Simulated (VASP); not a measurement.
# Si (Fd-3m) in VASP: a series of runs

The runs below take Si through single point, with r2SCAN, PBE.

Program: VASP 6.6.1. These are calculated values, not measurements. Logs are shortened: lines on timing, memory, paths and dates and some standing lists are left out, and cuts for length are marked.

## 1. The cell of the first run

The structure is cubic, space group Fd-3m (No. 227). Conventional cell: a = 5.333 Å, b = 5.333 Å, c = 5.333 Å, α = 90.00°, β = 90.00°, γ = 90.00°. Si (site symmetry -43m) has 4 Si at 2.31 Å within 3.1 Å.

## 2. Single point, r2SCAN (volume changed by -6%)

Contents of POSCAR:

```
Si
1.0
    0.0000000000      2.6665498559      2.6665498559
    2.6665498559      0.0000000000      2.6665498559
    2.6665498559      2.6665498559      0.0000000000
Si
2
Direct
    0.0000000000      0.0000000000      0.0000000000
    0.2500000000      0.2500000000      0.2500000000
```

Contents of INCAR.step1:

```
ALGO = Normal
EDIFF = 1E-4
ENCUT = 520
GGA = PE
ISMEAR = 0
LASPH = True
LCHARG = False
LREAL = False
LWAVE = True
NBANDS = 11
NELM = 80
PREC = Accurate
SIGMA = 0.01
```

Contents of INCAR.step2:

```
ALGO = Normal
EDIFF = 1E-7
ENCUT = 520
ISIF = 2
ISMEAR = 0
ISTART = 1
LASPH = True
LCHARG = False
LMIXTAU = True
LREAL = False
LWAVE = False
METAGGA = R2SCAN
NBANDS = 11
NELM = 80
PREC = Accurate
SIGMA = 0.01
```

Contents of KPOINTS:

```
k-points
0
Gamma
  6 6 6
```

Potentials or basis: VASP PAW PBE potentials, release 64 (Si).

The run is started by

```bash
$ cat potpaw_PBE.64/Si/POTCAR > POTCAR
$ cp INCAR.step1 INCAR
$ mpirun -np 1 vasp_std > vasp.out
$ cp INCAR.step2 INCAR
$ mpirun -np 1 vasp_std > vasp.out
```

OUTCAR:

```text
EDIFF = 1E-7
   ENCUT = 520
   ISIF = 2
   ISMEAR = 0
   ISTART = 1
   LASPH = True
   LREAL = False
   METAGGA = R2SCAN
   NELM = 80
   PREC = Accurate

 ion  position               nearest neighbor table
   1  0.000  0.000  0.000-   2 2.31   2 2.31   2 2.31   2 2.31
   2  0.250  0.250  0.250-   1 2.31   1 2.31   1 2.31   1 2.31

  LATTYP: Found a face centered cubic cell.
 ALAT       =     5.3330997118

  Lattice vectors:

 A1 = (   0.0000000000,   2.6665498559,   2.6665498559)
 A2 = (   2.6665498559,   0.0000000000,   2.6665498559)
 A3 = (   2.6665498559,   2.6665498559,   0.0000000000)

Analysis of symmetry for initial positions (statically):
=====================================================================
 Subroutine PRICEL returns:
 Original cell was already a primitive cell.

 Routine SETGRP: Setting up the symmetry group for a
 face centered cubic supercell.

 Subroutine GETGRP returns: Found 48 space group operations
 (whereof 24 operations were pure point group operations)
 out of a pool of 48 trial point group operations.

The static configuration has the point symmetry T_d .
 The point group associated with its full space group is O_h .

Analysis of symmetry for dynamics (positions and initial velocities):
=====================================================================
 Subroutine PRICEL returns:
 Original cell was already a primitive cell.

 Routine SETGRP: Setting up the symmetry group for a
 face centered cubic supercell.

 Subroutine GETGRP returns: Found 48 space group operations
 (whereof 24 operations were pure point group operations)
 out of a pool of 48 trial point group operations.

The dynamic configuration has the point symmetry T_d .
 The point group associated with its full space group is O_h .

 Subroutine INISYM returns: Found 48 space group operations
 (whereof 24 operations are pure point group operations),
 and found     1 'primitive' translations

----------------------------------------------------------------------------------------

                                     Primitive cell

  volume of cell :      37.9209

  direct lattice vectors                    reciprocal lattice vectors
     0.000000000  2.666549856  2.666549856    -0.187508214  0.187508214  0.187508214
     2.666549856  0.000000000  2.666549856     0.187508214 -0.187508214  0.187508214
     2.666549856  2.666549856  0.000000000     0.187508214  0.187508214 -0.187508214

  length of vectors
     3.771070971  3.771070971  3.771070971     0.324773753  0.324773753  0.324773753

[... 79 lines left out ...]
   POTIM  = 0.5000    time-step for ionic-motion
   TEBEG  =    0.0;   TEEND  =   0.0 temperature during run
   PSTRESS=    0.0 pullay stress
   NELECT =       8.0000    total number of electrons
   NUPDOWN=      -1.0000    fix difference up-down
   EMIN   =  10.00;   EMAX   =-10.00  energy-range for DOS
   EFERMI =   0.00;   METHOD = LEGACY
   ISMEAR =     0;   SIGMA  =   0.01  broadening in eV -4-tet -1-fermi 0-gaus
   EFERMI_NEDOS =   21; number of points for ismear=-14 and -15
   IALGO  =     38    algorithm
   IMIX   =      4    mixing-type and parameters
     AMIX     =   0.40;   BMIX     =  1.00
     AMIX_MAG =   1.60;   BMIX_MAG =  1.00
  volume/ion in A,a.u.               =      18.96       127.95
  Fermi-wavevector in a.u.,A,eV,Ry     =   0.974567  1.841665 12.922558  0.949781
  Thomas-Fermi vector in A             =   2.105037
   LORBIT       =      0    0 simple, 1 ext, 2 COOP (PROOUT), +10 PAW based schemes
   METAGGA = R2SCAN    functional components
   LHFCALC =     F    Hartree Fock is set to
   AEXX    =    0.0000 exact exchange contribution
   IVDW    =     0    specifies the selected vdW correction
   LEPSILON=     F    determine dielectric tensor
   LRPA    =     F    only Hartree local field effects (RPA)
 non-spin polarized calculation
 Gauss-broadening in eV      SIGMA  =   0.01
  energy-cutoff  :      520.00
  volume of cell :       37.92
 maximum number of plane-waves:      1034
   NGX = 13   NGY = 13   NGZ = 13

 number of electron       8.0000000 magnetization

 Free energy of the ion-electron system (eV)
  ---------------------------------------------------
  ext. energy  EPLUGINS =         0.00000000
  ---------------------------------------------------
  free energy    TOTEN  =       -17.48265658 eV

  energy without entropy =      -17.48265658  energy(sigma->0) =      -17.48265658

 E-fermi :   6.4063     XC(G=0): -10.0698

 val. band max:        6.3131748961   @ k =   0.0000   0.0000   0.0000
 cond. band min:       7.1206195303   @ k =   0.5000   0.5000   0.0000
 fundamental gap:      0.8074446342
 Fermi energy:         6.4062772116

 k-point     1 :       0.0000    0.0000    0.0000
  band No.  band energies     occupation
      1      -6.6109      2.00000
      2       6.3132      2.00000
      3       6.3132      2.00000
      4       6.3132      2.00000
      5       9.0927      0.00000
      6       9.0927      0.00000
      7       9.0927      0.00000
      8      10.9894      0.00000
      9      14.4582      0.00000
     10      14.4582      0.00000
     11      15.2714      0.00000
[... 197 lines left out ...]
 k-point    16 :      -0.3333    0.5000    0.1667
  band No.  band energies     occupation
      1      -1.8895      2.00000
      2      -1.8895      2.00000
      3       2.2750      2.00000
      4       2.2750      2.00000
      5       9.3328      0.00000
      6       9.3328      0.00000
      7      13.7837      0.00000
      8      13.7837      0.00000
      9      17.9485      0.00000
     10      17.9485      0.00000
     11      20.5903      0.00000

------------------------ aborting loop because EDIFF is reached ----------------------------------------

  FORCE on cell =-STRESS in cart. coord.  units (eV):
  Direction    XX          YY          ZZ          XY          YZ          ZX
  --------------------------------------------------------------------------------------
  -------------------------------------------------------------------------------------
  Total        1.5772727      1.5772727      1.5772727      0.0000000      0.0000000      0.0000000
  in kB       66.6405020     66.6405020     66.6405020      0.0000000      0.0000000      0.0000000
  external PRESSURE =      66.6405020 kB  Pullay stress =       0.0000000 kB

 VOLUME and BASIS-vectors are now :
 -----------------------------------------------------------------------------
  energy-cutoff  :      520.00
  volume of cell :       37.92
      direct lattice vectors                 reciprocal lattice vectors
     0.000000000  2.666549856  2.666549856    -0.187508214  0.187508214  0.187508214
     2.666549856  0.000000000  2.666549856     0.187508214 -0.187508214  0.187508214
     2.666549856  2.666549856  0.000000000     0.187508214  0.187508214 -0.187508214

 POSITION                                       TOTAL-FORCE (eV/Angst)
 -----------------------------------------------------------------------------------
      0.00000      0.00000      0.00000        -0.000000     -0.000000      0.000000
      1.33327      1.33327      1.33327         0.000000      0.000000     -0.000000
 -----------------------------------------------------------------------------------
    total drift:                                0.000000      0.000000      0.000000

  FREE ENERGIE OF THE ION-ELECTRON SYSTEM (eV)
  ---------------------------------------------------
  free  energy   TOTEN  =       -17.4826565829 eV

  energy  without entropy=      -17.4826565829  energy(sigma->0) =      -17.48265658
```

OSZICAR.step1:

```text
N       E                     dE             d eps       ncg     rms          rms(c)
DAV:   1     0.671572589221E+01    0.67157E+01   -0.31103E+03   352   0.559E+02
DAV:   2    -0.103095572650E+02   -0.17025E+02   -0.16389E+02   446   0.854E+01
DAV:   3    -0.109706051220E+02   -0.66105E+00   -0.65933E+00   462   0.136E+01
DAV:   4    -0.109751526673E+02   -0.45475E-02   -0.45468E-02   396   0.133E+00
DAV:   5    -0.109751952074E+02   -0.42540E-04   -0.42540E-04   478   0.130E-01    0.526E+00
DAV:   6    -0.108222576092E+02    0.15294E+00   -0.90259E-02   376   0.124E+00    0.322E+00
DAV:   7    -0.107550011282E+02    0.67256E-01   -0.16712E-01   397   0.180E+00    0.244E-01
DAV:   8    -0.107562940411E+02   -0.12929E-02   -0.69711E-03   403   0.457E-01    0.865E-02
DAV:   9    -0.107564849217E+02   -0.19088E-03   -0.17400E-04   424   0.839E-02    0.635E-02
DAV:  10    -0.107565133639E+02   -0.28442E-04   -0.24744E-05   252   0.289E-02
   1 F= -.10756513E+02 E0= -.10756513E+02  d E =-.237515E-61
```

Wall time 18 s (1 thread of Intel Xeon Platinum 8488C (Sapphire Rapids), shared host); peak memory 0.14 GiB.

Results:

| Property | Result |
| --- | --- |
| Free energy | -17.4827 eV |
| Pressure | 6.7 GPa |
| Band gap on the k mesh | 0.81 eV, indirect (least direct gap 2.78 eV) |

Caveat: the PAW data sets were made with another functional, which shifts forces and pressure a little. A k mesh can miss the band edges.

## 3. Single point, r2SCAN (volume changed by -3%)

Contents of POSCAR:

```
Si
1.0
    0.0000000000      2.6946208646      2.6946208646
    2.6946208646      0.0000000000      2.6946208646
    2.6946208646      2.6946208646      0.0000000000
Si
2
Direct
    0.0000000000      0.0000000000      0.0000000000
    0.2500000000      0.2500000000      0.2500000000
```

Contents of INCAR.step1:

```
PREC     = Accurate       # precision mode
ENCUT    = 520            # plane-wave cutoff, eV
ISMEAR   = 0              # smearing method
SIGMA    = 0.01           # smearing width, eV
LREAL    = F              # projectors in reciprocal space
LASPH    = T              # aspherical terms in the spheres
NELM     = 60             # most SCF steps
NBANDS   = 11             # bands
GGA      = PE             # functional
ALGO     = Normal         # electronic algorithm
EDIFF    = 1E-4           # SCF threshold, eV
LWAVE    = T              # write WAVECAR
LCHARG   = F              # write CHGCAR
```

Contents of INCAR.step2:

```
PREC     = Accurate       # precision mode
ENCUT    = 520            # plane-wave cutoff, eV
EDIFF    = 1E-6           # SCF threshold, eV
ISMEAR   = 0              # smearing method
SIGMA    = 0.01           # smearing width, eV
LREAL    = F              # projectors in reciprocal space
LASPH    = T              # aspherical terms in the spheres
NELM     = 60             # most SCF steps
ALGO     = Normal         # electronic algorithm
ISIF     = 2              # what is computed and relaxed
LWAVE    = F              # write WAVECAR
LCHARG   = F              # write CHGCAR
METAGGA  = R2SCAN         # meta-GGA
LMIXTAU  = T            
NBANDS   = 11             # bands
ISTART   = 1
```

Contents of KPOINTS:

```
regular mesh
0
Gamma
  6 6 6
```

Potentials or basis: VASP PAW PBE potentials, release 64 (Si).

The run is started by

```bash
$ cat potpaw_PBE.64/Si/POTCAR > POTCAR
$ cp INCAR.step1 INCAR
$ mpirun -np 1 vasp_std > vasp.out
$ cp INCAR.step2 INCAR
$ mpirun -np 1 vasp_std > vasp.out
```

Run time: 15 s. Hardware: 1 thread of Intel Xeon Platinum 8488C (Sapphire Rapids), shared host; peak memory 0.15 GiB.

The run converged. Its results:

```yaml
Free_energy: -17.5187 eV
Pressure: 3.0 GPa
Band_gap_on_the_k_mesh: 0.87 eV, indirect (least direct gap 2.77 eV)
```

Levels at points of the mesh, in eV from the valence-band top:
```csv
k point,band 2,band 3,band 4,band 5,band 6,band 7
"(0.00, 0.00, 0.00)",0.00,0.00,0.00,2.77,2.77,2.77
"(0.50, 0.00, 0.00)",-7.38,-1.29,-1.29,1.97,3.57,3.57
"(0.50, 0.50, 0.00)",-8.24,-3.08,-3.08,0.87,0.87,11.10
```

Caveat: the PAW data sets were made with another functional, which shifts forces and pressure a little. A k mesh can miss the band edges.

(Part 1 of 2 ends here.)
